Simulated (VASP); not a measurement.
# MoS2 (R3m) in VASP: notebook

MoS2 is run at these levels: LDA+U; tasks: single point.

All numbers are computed with VASP 6.6.1; they aren't measurements. Logs are shortened: lines on timing, memory, paths and dates and some standing lists are left out, and cuts for length are marked.

## 1. The cell of the first run

The structure is trigonal, space group R3m (No. 160). Conventional cell: a = 3.163 Å, b = 3.163 Å, c = 18.370 Å, α = 90.00°, β = 90.00°, γ = 120.00°. Mo (site symmetry 3m) has 6 S at 2.36 Å and 6 Mo at 3.16 Å within 3.2 Å. S (site symmetry 3m) has 3 Mo at 2.36 Å and 7 S at 3.00 to 3.16 Å within 3.2 Å. S (site symmetry 3m) has 3 Mo at 2.36 Å and 7 S at 3.00 to 3.16 Å within 3.2 Å.

## 2. Single point, LDA+U, collinear spin

Contents of INCAR:

```
PREC = Accurate ; ENCUT = 520
EDIFF = 1E-6 ; ISMEAR = 0
SIGMA = 0.05 ; LREAL = False
LASPH = True ; NELM = 150
ALGO = Normal ; ISIF = 2
LWAVE = False ; LCHARG = False
ISPIN = 2 ; MAGMOM = 2 0 0
LORBIT = 11 ; LMAXMIX = 4
LDAU = True ; LDAUTYPE = 2
LDAUL = 2 -1 ; LDAUU = 4 0
LDAUJ = 0 0 ; LDAUPRINT = 1
GGA = CA ; NBANDS = 24
```

Contents of KPOINTS:

```
regular mesh
0
Gamma
  7 7 7
```

Contents of POSCAR:

```
MoS2
1.0
    1.5814998900      0.9130793900      6.1233282100
   -1.5814998900      0.9130793900      6.1233282100
    0.0000000000     -1.8261587800      6.1233282100
Mo S
1 2
Direct
    0.0000000000      0.0000000000      0.0000000000
    0.7484000000      0.7484000000      0.7484000000
    0.5849000000      0.5849000000      0.5849000000
```

Potentials or basis: VASP PAW LDA potentials, release 64 (Mo_sv, S).

Run with:

```sh
cat potpaw_LDA.64/Mo_sv/POTCAR potpaw_LDA.64/S/POTCAR > POTCAR
mpirun -np 1 vasp_std > vasp.out
```

OUTCAR:

```text
PREC = Accurate
   ENCUT = 520
   EDIFF = 1E-6
   ISMEAR = 0
   LREAL = False
   LASPH = True
   NELM = 150
   ISIF = 2
   ISPIN = 2
   LORBIT = 11
   GGA = CA

 ion  position               nearest neighbor table
   1  0.000  0.000  0.000-   2 2.36   2 2.36   2 2.36   3 2.36   3 2.36   3 2.36
   2  0.748  0.748  0.748-   1 2.36   1 2.36   1 2.36
   3  0.585  0.585  0.585-   1 2.36   1 2.36   1 2.36

  LATTYP: Found a trigonal (rhomboedric) cell.
 ALAT       =     6.3898360106
 COS(alpha) =     0.8774851015

  Lattice vectors:

 A1 = (   1.5814998900,   0.9130793900,   6.1233282100)
 A2 = (  -1.5814998900,   0.9130793900,   6.1233282100)
 A3 = (   0.0000000000,  -1.8261587800,   6.1233282100)

Analysis of symmetry for initial positions (statically):
=====================================================================
 Subroutine PRICEL returns:
 Original cell was already a primitive cell.

 Routine SETGRP: Setting up the symmetry group for a
 trigonal (rhombohedral) supercell.

 Subroutine GETGRP returns: Found  6 space group operations
 (whereof  6 operations were pure point group operations)
 out of a pool of 12 trial point group operations.

The static configuration has the point symmetry C_3v.

Analysis of symmetry for dynamics (positions and initial velocities):
=====================================================================
 Subroutine PRICEL returns:
 Original cell was already a primitive cell.

 Routine SETGRP: Setting up the symmetry group for a
 trigonal (rhombohedral) supercell.

 Subroutine GETGRP returns: Found  6 space group operations
 (whereof  6 operations were pure point group operations)
 out of a pool of 12 trial point group operations.

The dynamic configuration has the point symmetry C_3v.

Analysis of structural, dynamic, and magnetic symmetry:
=====================================================================
[... 179 lines left out ...]
  o =  0.3936  v =  0.0000  0.0000  0.0000  0.0000  0.0000  0.0000  0.9975  0.0000 -0.0000 -0.0705      0.0000  0.0000  0.0000  0.0000  0.0000  0.0000  0.0000  0.0000  0.0000  0.0000
  o =  0.3936  v =  0.0707 -0.0000 -0.0000 -0.9975  0.0000  0.0000  0.0000  0.0000  0.0000  0.0000      0.0000  0.0000  0.0000  0.0000  0.0000  0.0000  0.0000  0.0000  0.0000  0.0000
  o =  0.3936  v =  0.0000  0.9975  0.0000 -0.0000 -0.0707  0.0000  0.0000  0.0000  0.0000  0.0000      0.0000  0.0000  0.0000  0.0000  0.0000  0.0000  0.0000  0.0000  0.0000  0.0000
  o =  0.3987  v = -0.9975  0.0000 -0.0000 -0.0707  0.0000  0.0000  0.0000  0.0000  0.0000  0.0000      0.0000  0.0000  0.0000  0.0000  0.0000  0.0000  0.0000  0.0000  0.0000  0.0000
  o =  0.3987  v = -0.0000 -0.0707  0.0000 -0.0000 -0.9975  0.0000  0.0000  0.0000  0.0000  0.0000      0.0000  0.0000  0.0000  0.0000  0.0000  0.0000  0.0000  0.0000  0.0000  0.0000
  o =  0.3987  v =  0.0000  0.0000  0.0000  0.0000  0.0000  0.9975 -0.0000  0.0000  0.0705 -0.0000      0.0000  0.0000  0.0000  0.0000  0.0000  0.0000  0.0000  0.0000  0.0000  0.0000
  o =  0.3987  v =  0.0000  0.0000  0.0000  0.0000  0.0000  0.0000  0.0705 -0.0000  0.0000  0.9975      0.0000  0.0000  0.0000  0.0000  0.0000  0.0000  0.0000  0.0000  0.0000  0.0000
  o =  0.4297  v = -0.0000 -0.0000 -1.0000  0.0000 -0.0000  0.0000  0.0000  0.0000  0.0000  0.0000      0.0000  0.0000  0.0000  0.0000  0.0000  0.0000  0.0000  0.0000  0.0000  0.0000
  o =  0.4297  v =  0.0000  0.0000  0.0000  0.0000  0.0000 -0.0000 -0.0000 -1.0000 -0.0000 -0.0000      0.0000  0.0000  0.0000  0.0000  0.0000  0.0000  0.0000  0.0000  0.0000  0.0000

 number of electron      26.0000001 magnetization      -0.0000084

 Free energy of the ion-electron system (eV)
  ---------------------------------------------------
  ext. energy  EPLUGINS =         0.00000000
  ---------------------------------------------------
  free energy    TOTEN  =       -19.60276281 eV

  energy without entropy =      -19.60276281  energy(sigma->0) =      -19.60276281

 E-fermi :   7.9294     XC(G=0): -11.1079

 val. band max:        7.7260422772   @ k =   0.4286   0.4286   0.4286
 cond. band min:       8.6342720985   @ k =  -0.2857   0.2857   0.0000
 fundamental gap:      0.9082298213
 Fermi energy:         7.9293530893

 spin component 1

 k-point     1 :       0.0000    0.0000    0.0000
  band No.  band energies     occupation
      1     -53.9463      1.00000
      2     -28.2938      1.00000
      3     -28.0922      1.00000
      4     -28.0922      1.00000
      5      -7.6040      1.00000
      6      -5.7187      1.00000
[... 1289 lines left out ...]
     23      18.7988      0.00000
     24      19.5758      0.00000

 [... further k-points ...]
[... 5 lines left out ...]
  --------------------------------------------------------------------------------------
  -------------------------------------------------------------------------------------
  Total        0.5000642      0.5000642      2.9180706      0.0000000      0.0000000      0.0000000
  in kB       15.1014930     15.1014931     88.1231237      0.0000000      0.0000000      0.0000000
  external PRESSURE =      39.4420366 kB  Pullay stress =       0.0000000 kB

 VOLUME and BASIS-vectors are now :
 -----------------------------------------------------------------------------
  energy-cutoff  :      520.00
  volume of cell :       53.05
      direct lattice vectors                 reciprocal lattice vectors
     1.581499890  0.913079390  6.123328210     0.316155571  0.182532503  0.054436627
    -1.581499890  0.913079390  6.123328210    -0.316155571  0.182532503  0.054436627
     0.000000000 -1.826158780  6.123328210     0.000000000 -0.365065006  0.054436627

 POSITION                                       TOTAL-FORCE (eV/Angst)
 -----------------------------------------------------------------------------------
      0.00000      0.00000      0.00000         0.000000      0.000000     -0.001954
      0.00000      0.00000     13.74810         0.000000      0.000000      1.111674
      0.00000      0.00000     10.74460         0.000000      0.000000     -1.109721
 -----------------------------------------------------------------------------------
    total drift:                                0.000000     -0.000000     -0.000033

  FREE ENERGIE OF THE ION-ELECTRON SYSTEM (eV)
  ---------------------------------------------------
  free  energy   TOTEN  =       -19.6027628089 eV

  energy  without entropy=      -19.6027628089  energy(sigma->0) =      -19.60276281

 total charge

# of ion       s       p       d       tot
------------------------------------------
    1        2.316   6.248   3.971  12.535
    2        1.361   2.365   0.000   3.726
    3        1.361   2.365   0.000   3.726
--------------------------------------------------
tot          5.038  10.978   3.971  19.987

 magnetization (x)

# of ion       s       p       d       tot
------------------------------------------
    1       -0.000  -0.000   0.000   0.000
    2        0.000   0.000   0.000   0.000
    3        0.000   0.000   0.000   0.000
--------------------------------------------------
tot          0.000   0.000   0.000   0.000
```

stdout:

```text
POSCAR found type information on POSCAR MoS
 POSCAR found :  2 types and       3 ions
 scaLAPACK will be used
 LDA part: xc-table for (Slater(with rela. corr.)+CA(PZ))
 , standard interpolation
 POSCAR, INCAR and KPOINTS ok, starting setup
 FFT: planning ... GRIDC
 FFT: planning ... GRID_SOFT
 FFT: planning ... GRID
 WAVECAR not read
 entering main loop
```

It took 6.3 min on 1 thread of Intel Xeon 8259CL, shared host; peak memory 0.31 GiB.

What came out:

```
Free energy                                           : -19.6028 eV
Pressure                                              : 3.9 GPa
Largest force                                         : 1.112 eV/Å
Band gap on the k mesh                                : 0.91 eV (least direct gap 2.02 eV)
Net moment                                            : 0.00 μB per cell
Valence electrons inside the program's atomic spheres : Mo 12.54; S 3.73
```

Forces on the atoms (eV/Å):
```
Mo   0.000  0.000 -0.002
S    0.000  0.000  1.112
S    0.000  0.000 -1.110
```

Eigenvalues of the final occupation matrices:
```csv
site,spin,trace,eigenvalues
site 1 d,1,2.01,0.39 0.39 0.40 0.40 0.43
site 1 d,2,2.01,0.39 0.39 0.40 0.40 0.43
```

Caveat: the cell stands under pressure; an odd mesh through Γ misses points on the zone boundary, where band edges can lie; forces of over 1 eV/Å act on the atoms, so gaps and moduli don't describe the material at rest.

## 3. Single point, LDA+U, collinear spin, zero start

Contents of INCAR:

```
SYSTEM = MoS2
PREC     = Accurate       ! precision mode
ENCUT    = 520            ! plane-wave cutoff, eV
EDIFF    = 1E-7           ! SCF threshold, eV
ISMEAR   = 0              ! smearing method
SIGMA    = 0.05           ! smearing width, eV
LREAL    = .FALSE.        ! projectors in reciprocal space
LASPH    = .TRUE.         ! aspherical terms in the spheres
NELM     = 150            ! most SCF steps
ALGO     = Normal         ! electronic algorithm
ISIF     = 2              ! what is computed and relaxed
LWAVE    = .FALSE.        ! write WAVECAR
LCHARG   = .TRUE.         ! write CHGCAR
ISPIN    = 2              ! spin polarisation
MAGMOM   = 0 0 0          ! initial moments
LORBIT   = 11             ! projections on sites
LMAXMIX  = 4              ! l up to which the mixer works
LDAU     = .TRUE.         ! DFT+U
LDAUTYPE = 2            
LDAUL    = 2 -1           ! shell
LDAUU    = 4 0            ! U, eV
LDAUJ    = 0 0          
LDAUPRINT= 1            
LELF     = .TRUE.         ! ELF
LVHAR    = .TRUE.       
NBANDS   = 24             ! bands
```

Contents of KPOINTS:

```
Automatic mesh
0
G
  7 7 7
  0 0 0
```

POSCAR is that of step 2.

Potentials or basis: VASP PAW LDA potentials, release 64 (Mo_sv, S).

Run with:

```sh
cat potpaw_LDA.64/Mo_sv/POTCAR potpaw_LDA.64/S/POTCAR > POTCAR
mpirun -np 1 vasp_std > vasp.out
```

It took 6.3 min on 1 thread of Intel Xeon 8259CL, shared host; peak memory 0.31 GiB.

Results (log left out):

```yaml
Free_energy: -19.6028 eV
Pressure: 4.0 GPa
Largest_force: 1.111 eV/Å
Band_gap_on_the_k_mesh: 0.91 eV (least direct gap 2.02 eV)
Net_moment: 0.00 μB per cell
Valence_electrons_inside_the_program's_atomic_spheres: Mo 12.54; S 3.73
```

Forces in eV/Å, atoms in the order of the input:
```
Mo   0.000  0.000 -0.002
S    0.000  0.000  1.111
S    0.000  0.000 -1.110
```

Stress tensor (GPa, compression positive):
```
1.51 0.00 0.00
0.00 1.51 0.00
0.00 0.00 8.84
```

Levels at points of the mesh, in eV from the valence-band top:
Spin up:
```
           k point  band 11  band 12  band 13  band 14  band 15  band 16
(0.00, 0.00, 0.00)    -2.57    -1.31    -1.20     1.94     1.94     2.45
```
Spin down:
```tsv
k point	band 10	band 11	band 12	band 13	band 14	band 15	band 16	band 17
(0.00, 0.00, 0.00)	-2.57	-2.57	-1.31	-1.20	1.94	1.94	2.45	2.45
```

Eigenvalues of the final occupation matrices:
| site | spin | trace | eigenvalues |
| --- | --- | --- | --- |
| site 1 d | 1 | 2.01 | 0.39 0.39 0.40 0.40 0.43 |
| site 1 d | 2 | 2.01 | 0.39 0.39 0.40 0.40 0.43 |

Caveat: the cell stands under pressure; an odd mesh through Γ misses points on the zone boundary, where band edges can lie; forces of over 1 eV/Å act on the atoms, so gaps and moduli don't describe the material at rest.

## 4. Single point, LDA+U, collinear spin, zero start

Contents of INCAR:

```
  PREC = Accurate
  ENCUT = 520
  EDIFF = 1E-6
  ISMEAR = 0
  SIGMA = 0.05
  LREAL = F
  LASPH = T
  NELM = 150
  ALGO = Normal
  ISIF = 2
  LWAVE = F
  LCHARG = F
  ISPIN = 2
  MAGMOM = 0 0 0
  LORBIT = 11
  LMAXMIX = 4
  LDAU = T
  LDAUTYPE = 2
  LDAUL = 2 -1
  LDAUU = 4 0
  LDAUJ = 0 0
  LDAUPRINT = 1
  GGA = CA
  NBANDS = 24
```

Contents of KPOINTS:

```
Automatic mesh
0
Gamma
  7 7 7
```

POSCAR is that of step 3.

Run with:

```sh
cat potpaw_LDA.64/Mo_sv/POTCAR potpaw_LDA.64/S/POTCAR > POTCAR
mpirun -np 1 vasp_std > vasp.out
```

Run time: 6.6 min. Hardware: 1 thread of Intel Xeon 8259CL, shared host; peak memory 0.31 GiB.

It converged, with:

| Quantity | Value |
| --- | --- |
| Free energy | -19.6028 eV |
| Pressure | 4.0 GPa |
| Largest force | 1.111 eV/Å |
| Band gap on the k mesh | 0.91 eV (least direct gap 2.02 eV) |
| Net moment | 0.00 μB per cell |
| Valence electrons inside the program's atomic spheres | Mo 12.54; S 3.73 |

Forces in eV/Å, atoms in the order of the input:
```
Mo   0.000  0.000 -0.002
S    0.000  0.000  1.111
S    0.000  0.000 -1.109
```

Stress tensor (GPa, compression positive):
```
1.51 0.00 0.00
0.00 1.51 0.00
0.00 0.00 8.84
```

Levels at points of the mesh, in eV from the valence-band top:
Spin up:
```csv
k point,band 10,band 11,band 12,band 13,band 14,band 15,band 16,band 17
"(0.00, 0.00, 0.00)",-2.57,-2.57,-1.31,-1.20,1.94,1.94,2.45,2.45
```
Spin down:
| k point | band 9 | band 10 | band 11 | band 12 | band 13 | band 14 | band 15 | band 16 | band 17 | band 18 |
| --- | --- | --- | --- | --- | --- | --- | --- | --- | --- | --- |
| (0.00, 0.00, 0.00) | -3.80 | -2.57 | -2.57 | -1.31 | -1.20 | 1.94 | 1.94 | 2.45 | 2.45 | 5.09 |

Eigenvalues of the final occupation matrices:
```
    site  spin  trace               eigenvalues
site 1 d     1   2.01  0.39 0.39 0.40 0.40 0.43
site 1 d     2   2.01  0.39 0.39 0.40 0.40 0.43
```

Caveat: the cell stands under pressure; an odd mesh through Γ misses points on the zone boundary, where band edges can lie; forces of over 1 eV/Å act on the atoms, so gaps and moduli don't describe the material at rest.
